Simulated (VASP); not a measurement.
# Au in VASP: further runs, part 2 of 2

VASP 6.6.1. Earlier steps stand in the parts before.

## 3. Single point, PBEsol, collinear spin

This run uses another cell than the first one.

File INCAR:

```
SYSTEM = Au
  ALGO = Normal
  EDIFF = 1E-7
  ENCUT = 520
  GGA = PS
  ISIF = 2
  ISMEAR = 0
  ISPIN = 2
  LASPH = .True.
  LCHARG = .False.
  LMAXMIX = 4
  LORBIT = 11
  LREAL = .False.
  LWAVE = .False.
  MAGMOM = 0.5
  NBANDS = 16
  NELM = 150
  PREC = Accurate
  SIGMA = 0.05
```

File KPOINTS:

```
k-points
0
Gamma
  1 1 25
  0 0 0
```

File POSCAR:

```
Au
1.0
    9.0000000000      0.0000000000      0.0000000000
    0.0000000000      9.3000000000      0.0000000000
    0.0000000000      0.0000000000      2.5988653676
Au
1
Direct
    0.5000000000      0.5000000000      0.0000000000
```

Potentials or basis: VASP PAW PBE potentials, release 64 (Au).

On the command line:

```sh
cat potpaw_PBE.64/Au/POTCAR > POTCAR
mpirun -np 1 vasp_std > vasp.out
```

OUTCAR:

```text
SYSTEM = Au
   EDIFF = 1E-7
   ENCUT = 520
   GGA = PS
   ISIF = 2
   ISMEAR = 0
   ISPIN = 2
   LASPH = .True.
   LORBIT = 11
   LREAL = .False.
   NELM = 150
   PREC = Accurate

 ion  position               nearest neighbor table
   1  0.500  0.500  0.000-

  LATTYP: Found a simple orthorhombic cell.
 ALAT       =     2.5988653676
 B/A-ratio  =     3.4630497263
 C/A-ratio  =     3.5784847172

  Lattice vectors:

 A1 = (   0.0000000000,   0.0000000000,   2.5988653676)
 A2 = (   9.0000000000,   0.0000000000,   0.0000000000)
 A3 = (   0.0000000000,   9.3000000000,   0.0000000000)

Analysis of symmetry for initial positions (statically):
=====================================================================
 Subroutine PRICEL returns:
 Original cell was already a primitive cell.

 Routine SETGRP: Setting up the symmetry group for a
 simple orthorhombic supercell.

 Subroutine GETGRP returns: Found  8 space group operations
 (whereof  8 operations were pure point group operations)
 out of a pool of  8 trial point group operations.

The static configuration has the point symmetry D_2h.

Analysis of symmetry for dynamics (positions and initial velocities):
=====================================================================
 Subroutine PRICEL returns:
 Original cell was already a primitive cell.

 Routine SETGRP: Setting up the symmetry group for a
 simple orthorhombic supercell.

 Subroutine GETGRP returns: Found  8 space group operations
 (whereof  8 operations were pure point group operations)
 out of a pool of  8 trial point group operations.

The dynamic configuration has the point symmetry D_2h.

Analysis of structural, dynamic, and magnetic symmetry:
=====================================================================
 Subroutine PRICEL returns:
 Original cell was already a primitive cell.

 Routine SETGRP: Setting up the symmetry group for a
 simple orthorhombic supercell.

 Subroutine GETGRP returns: Found  8 space group operations
 (whereof  8 operations were pure point group operations)
 out of a pool of  8 trial point group operations.

The overall configuration has the point symmetry D_2h.

 Subroutine INISYM returns: Found  8 space group operations
 (whereof  8 operations are pure point group operations),
 and found     1 'primitive' translations

----------------------------------------------------------------------------------------

                                     Primitive cell

  volume of cell :     217.5250

  direct lattice vectors                    reciprocal lattice vectors
     9.000000000  0.000000000  0.000000000     0.111111111  0.000000000  0.000000000
     0.000000000  9.300000000  0.000000000     0.000000000  0.107526882  0.000000000
     0.000000000  0.000000000  2.598865368     0.000000000  0.000000000  0.384783303

  length of vectors
     9.000000000  9.300000000  2.598865368     0.111111111  0.107526882  0.384783303

  position of ions in fractional coordinates (direct lattice)
     0.500000000  0.500000000  0.000000000

  ion indices of the primitive-cell ions
[... 47 lines left out ...]
   dimension x,y,z NGX =    70 NGY =   70 NGZ =   20
   dimension x,y,z NGXF=   140 NGYF=  140 NGZF=   40
   ions per type =               1
   NGX,Y,Z   is equivalent  to a cutoff of  12.93, 12.51, 12.79 a.u.
   NGXF,Y,Z  is equivalent  to a cutoff of  25.86, 25.03, 25.59 a.u.
 SYSTEM =  Au
   PREC   = accura    normal or accurate (medium, high low for compatibility)
   ISTART =      0    job   : 0-new  1-cont  2-samecut
   ICHARG =      2    charge: 1-file 2-atom 10-const
   ISPIN  =      2    spin polarized calculation?
   LNONCOLLINEAR =      F non collinear calculations
   LSORBIT =      F    spin-orbit coupling
   LASPH  =      T    aspherical Exc in radial PAW
   ENCUT  =  520.0 eV  38.22 Ry    6.18 a.u.  16.73 17.29  4.83*2*pi/ulx,y,z
   NELM   =    150;   NELMIN=  2; NELMDL= -5     # of ELM steps
   EDIFF  = 0.1E-06   stopping-criterion for ELM
   LREAL  =      F    real-space projection
   EDIFFG = 0.1E-05   stopping-criterion for IOM
   NSW    =      0    number of steps for IOM
   IBRION =     -1    ionic relax: 0-MD 1-quasi-New 2-CG
   NFREE  =      0    steps in history (QN), initial steepest desc. (CG)
   ISIF   =      2    stress and relaxation
   ISYM   =      2    0-nonsym 1-usesym 2-fastsym
   POTIM  = 0.5000    time-step for ionic-motion
   TEBEG  =    0.0;   TEEND  =   0.0 temperature during run
   PSTRESS=    0.0 pullay stress
   NELECT =      11.0000    total number of electrons
   NUPDOWN=      -1.0000    fix difference up-down
   EMIN   =  10.00;   EMAX   =-10.00  energy-range for DOS
   EFERMI =   0.00;   METHOD = LEGACY
   ISMEAR =     0;   SIGMA  =   0.05  broadening in eV -4-tet -1-fermi 0-gaus
   EFERMI_NEDOS =   21; number of points for ismear=-14 and -15
   IALGO  =     38    algorithm
   IMIX   =      4    mixing-type and parameters
     AMIX     =   0.40;   BMIX     =  1.00
     AMIX_MAG =   1.60;   BMIX_MAG =  1.00
  volume/ion in A,a.u.               =     217.53      1467.93
  Fermi-wavevector in a.u.,A,eV,Ry     =   0.605391  1.144023  4.986512  0.366498
  Thomas-Fermi vector in A             =   1.659097
   LORBIT       =     11    0 simple, 1 ext, 2 COOP (PROOUT), +10 PAW based schemes
   GGA     = PS    functional components
   LHFCALC =     F    Hartree Fock is set to
   AEXX    =    0.0000 exact exchange contribution
   IVDW    =     0    specifies the selected vdW correction
   LEPSILON=     F    determine dielectric tensor
   LRPA    =     F    only Hartree local field effects (RPA)
 spin polarized calculation
 Gauss-broadening in eV      SIGMA  =   0.05
  energy-cutoff  :      520.00
  volume of cell :      217.53
 maximum number of plane-waves:      5870
 NGX is ok and might be reduce to    70

 number of electron      11.0000000 magnetization       0.0182059

 Free energy of the ion-electron system (eV)
  ---------------------------------------------------
  ext. energy  EPLUGINS =         0.00000000
  ---------------------------------------------------
  free energy    TOTEN  =        -1.96823830 eV

  energy without entropy =       -1.96476241  energy(sigma->0) =       -1.96650036

 E-fermi :  -5.3600     XC(G=0):  -2.2223

 val. band max:       -5.3657387866   @ k =   0.0000   0.0000   0.0000
 cond. band min:      -5.3204212288   @ k =   0.0000   0.0000   0.2800
 fundamental gap:      0.0453175578
 Fermi energy:        -5.3599620899

 spin component 1

 k-point     1 :       0.0000    0.0000    0.0000
  band No.  band energies     occupation
      1     -10.1950      1.00000
      2      -6.7283      1.00000
      3      -6.7281      1.00000
      4      -6.4169      1.00000
      5      -5.3829      0.74157
      6      -5.3829      0.74145
[... 223 lines left out ...]
      2      -8.1141      1.00000
      3      -6.1882      1.00000
      4      -6.1881      1.00000
      5      -5.5344      1.00000
      6      -0.8776      0.00000
[... 8 lines left out ...]
     15       7.6748      0.00000
     16       7.8915      0.00000
 Fermi energy:        -5.3599620899

 spin component 2

 k-point     1 :       0.0000    0.0000    0.0000
  band No.  band energies     occupation
      1     -10.1883      1.00000
      2      -6.7209      1.00000
      3      -6.7206      1.00000
      4      -6.4125      1.00000
      5      -5.3658      0.56508
      6      -5.3657      0.56489
[... 224 lines left out ...]
      3      -6.1805      1.00000
      4      -6.1804      1.00000
      5      -5.5287      1.00000
      6      -0.8734      0.00000
[... 8 lines left out ...]
     15       7.6748      0.00000
     16       7.8919      0.00000

------------------------ aborting loop because EDIFF is reached ----------------------------------------

  FORCE on cell =-STRESS in cart. coord.  units (eV):
  Direction    XX          YY          ZZ          XY          YZ          ZX
  --------------------------------------------------------------------------------------
  -------------------------------------------------------------------------------------
  Total       -0.0239239     -0.0207734     -1.1880055      0.0000000      0.0000000      0.0000000
  in kB       -0.1762112     -0.1530058     -8.7502364      0.0000000      0.0000000      0.0000000
  external PRESSURE =      -3.0264844 kB  Pullay stress =       0.0000000 kB

 VOLUME and BASIS-vectors are now :
 -----------------------------------------------------------------------------
  energy-cutoff  :      520.00
  volume of cell :      217.53
      direct lattice vectors                 reciprocal lattice vectors
     9.000000000  0.000000000  0.000000000     0.111111111  0.000000000  0.000000000
     0.000000000  9.300000000  0.000000000     0.000000000  0.107526882  0.000000000
     0.000000000  0.000000000  2.598865368     0.000000000  0.000000000  0.384783303

 POSITION                                       TOTAL-FORCE (eV/Angst)
 -----------------------------------------------------------------------------------
      4.50000      4.65000      0.00000         0.000000      0.000000      0.000000
 -----------------------------------------------------------------------------------
    total drift:                                0.000000      0.000000      0.000000

  FREE ENERGIE OF THE ION-ELECTRON SYSTEM (eV)
  ---------------------------------------------------
  free  energy   TOTEN  =        -1.9682383019 eV

  energy  without entropy=       -1.9647624092  energy(sigma->0) =       -1.96650036

 total charge

# of ion       s       p       d       tot
------------------------------------------
    1        0.602   0.093   8.880   9.575

 magnetization (x)

# of ion       s       p       d       tot
------------------------------------------
    1        0.001   0.000   0.016   0.017
```

Run time: 3.5 min. Hardware: 1 thread of Intel Xeon 8259CL, shared host; peak memory 0.4 GiB.

What came out:

```
Free energy                                           : -1.9682 eV
Net moment                                            : 0.02 μB per cell
Valence electrons inside the program's atomic spheres : Au 9.57
```

Levels at points of the mesh, in eV from the Fermi level:
Spin up:
| k point | band 3 | band 4 | band 5 | band 6 | band 7 | band 8 | band 9 | band 10 |
| --- | --- | --- | --- | --- | --- | --- | --- | --- |
| (0.00, 0.00, 0.00) | -1.37 | -1.06 | -0.02 | -0.02 | 4.21 | 4.22 | 6.07 | 7.17 |
Spin down:
| k point | band 2 | band 3 | band 4 | band 5 | band 6 | band 7 | band 8 | band 9 | band 10 | band 11 |
| --- | --- | --- | --- | --- | --- | --- | --- | --- | --- | --- |
| (0.00, 0.00, 0.00) | -1.36 | -1.36 | -1.05 | -0.01 | -0.01 | 4.21 | 4.23 | 6.07 | 7.17 | 8.26 |

Caveat: the PAW data sets were made with another functional, which shifts forces and pressure a little; spin-orbit coupling is left out, which moves the levels of the heavy elements.

## 4. Single point, PBEsol, collinear spin

This run uses another cell than the first one: it holds 2 atoms, not 1.

File INCAR:

```
SYSTEM = Au
ALGO     = Normal         ! electronic algorithm
EDIFF    = 1E-7           ! SCF threshold, eV
ENCUT    = 520            ! plane-wave cutoff, eV
GGA      = PS             ! functional
ISIF     = 2              ! what is computed and relaxed
ISMEAR   = 0              ! smearing method
ISPIN    = 2              ! spin polarisation
LASPH    = .True.         ! aspherical terms in the spheres
LCHARG   = .False.        ! write CHGCAR
LMAXMIX  = 4              ! l up to which the mixer works
LORBIT   = 11             ! projections on sites
LREAL    = .False.        ! projectors in reciprocal space
LWAVE    = .False.        ! write WAVECAR
MAGMOM   = 0.5 0.5        ! initial moments
NBANDS   = 22             ! bands
NELM     = 150            ! most SCF steps
PREC     = Accurate       ! precision mode
SIGMA    = 0.05           ! smearing width, eV
```

File KPOINTS:

```
k-points
0
Gamma
  1 1 13
  0 0 0
```

File POSCAR:

```
Au
1.0
    9.0000000000      0.0000000000      0.0000000000
    0.0000000000      9.3000000000      0.0000000000
    0.0000000000      0.0000000000      5.0386052372
Au
2
Direct
    0.5000000000      0.5000000000     -0.0174955705
    0.5000000000      0.5000000000      0.4824955705
```

On the command line:

```sh
cat potpaw_PBE.64/Au/POTCAR > POTCAR
mpirun -np 1 vasp_std > vasp.out
```

It took 6.8 min on 1 thread of Intel Xeon 8259CL, shared host; peak memory 0.63 GiB.

It converged, with:

```yaml
Free_energy: -3.9806 eV
Net_moment: 0.30 μB per cell
Site_moments: Au +0.15 μB
Valence_electrons_inside_the_program's_atomic_spheres: Au 9.60
```

Levels at points of the mesh, in eV from the Fermi level:
Spin up:
| k point | band 7 | band 8 | band 9 | band 10 | band 11 | band 12 | band 13 | band 14 | band 15 | band 16 |
| --- | --- | --- | --- | --- | --- | --- | --- | --- | --- | --- |
| (0.00, 0.00, 0.00) | -0.94 | -0.94 | -0.18 | -0.08 | -0.08 | 4.16 | 4.18 | 4.85 | 6.15 | 7.14 |
Spin down:
```tsv
k point	band 8	band 9	band 10	band 11	band 12	band 13	band 14	band 15
(0.00, 0.00, 0.00)	-0.88	-0.13	0.08	0.08	4.17	4.18	4.87	6.15
```

Caveat: a moment this small can come from the mesh or the smearing; the PAW data sets were made with another functional, which shifts forces and pressure a little; spin-orbit coupling is left out, which moves the levels of the heavy elements.

## 5. Single point, PBEsol, collinear spin

This run uses another cell than the first one: it holds 2 atoms, not 1.

File INCAR:

```
SYSTEM = Au
ALGO = Normal
EDIFF = 1E-6
ENCUT = 520
GGA = PS
ISIF = 2
ISMEAR = 0
ISPIN = 2
LASPH = .True.
LCHARG = .False.
LMAXMIX = 4
LORBIT = 11
LREAL = .False.
LWAVE = .False.
MAGMOM = 0.5 0.5
NBANDS = 22
NELM = 150
PREC = Accurate
SIGMA = 0.05
```

KPOINTS is that of step 4.

File POSCAR:

```
Au
1.0
    9.0000000000      0.0000000000      0.0000000000
    0.0000000000      9.3000000000      0.0000000000
    0.0000000000      0.0000000000      5.1977307352
Au
2
Direct
    0.5000000000      0.5000000000      0.0000000000
    0.5000000000      0.5000000000      0.4650000000
```

On the command line:

```sh
cat potpaw_PBE.64/Au/POTCAR > POTCAR
mpirun -np 1 vasp_std > vasp.out
```

Run time: 6.1 min. Hardware: 1 thread of Intel Xeon 8259CL, shared host; peak memory 0.6 GiB.

The run converged. Its results:

| Quantity | Value |
| --- | --- |
| Free energy | -3.7455 eV |
| Largest force | 2.262 eV/Å |
| Net moment | 0.26 μB per cell |
| Site moments | Au +0.11 μB |
| Valence electrons inside the program's atomic spheres | Au 9.60 |

Forces on the atoms (eV/Å):
```
Au   0.000  0.000 -2.262
Au   0.000  0.000  2.262
```

Levels at points of the mesh, in eV from the Fermi level:
Spin up:
| k point | band 9 | band 10 | band 11 | band 12 | band 13 | band 14 |
| --- | --- | --- | --- | --- | --- | --- |
| (0.00, 0.00, 0.00) | -0.18 | -0.07 | -0.07 | 4.18 | 4.20 | 4.68 |
Spin down:
| k point | band 8 | band 9 | band 10 | band 11 | band 12 | band 13 | band 14 | band 15 |
| --- | --- | --- | --- | --- | --- | --- | --- | --- |
| (0.00, 0.00, 0.00) | -0.82 | -0.13 | 0.02 | 0.02 | 4.23 | 4.24 | 4.74 | 6.08 |

Caveat: a moment this small can come from the mesh or the smearing; the PAW data sets were made with another functional, which shifts forces and pressure a little; spin-orbit coupling is left out, which moves the levels of the heavy elements.

## 6. The runs side by side

```csv
cell,k mesh,gap on the mesh (eV),moment (μB)
"a = 9.000, b = 9.300, c = 2.525 Å, 1 atom, atomic positions A",1 × 1 × 25,none,0.18
"a = 9.000, b = 9.300, c = 2.599 Å, 1 atom, atomic positions A",1 × 1 × 25,none,0.02
"a = 9.000, b = 9.300, c = 5.039 Å, 2 atoms, atomic positions B",1 × 1 × 13,none,0.30
"a = 9.000, b = 9.300, c = 5.198 Å, 2 atoms, atomic positions C",1 × 1 × 13,none,0.26
```

Alike in all rows: task single point; level PBEsol; potentials or basis VASP PAW PBE potentials, release 64 (Au); spin collinear; cutoff (eV) 520; smearing gaussian 0.05 eV.

Caveats: the PAW data sets were made with another functional, which shifts forces and pressure a little; spin-orbit coupling is left out, which moves the levels of the heavy elements; a moment this small can come from the mesh or the smearing (at least some runs).

Total energies depend on the potentials used, so only differences within one code and one set of settings carry meaning.

The gap in the log of VASP goes by the Fermi energy; the results here count the filled bands.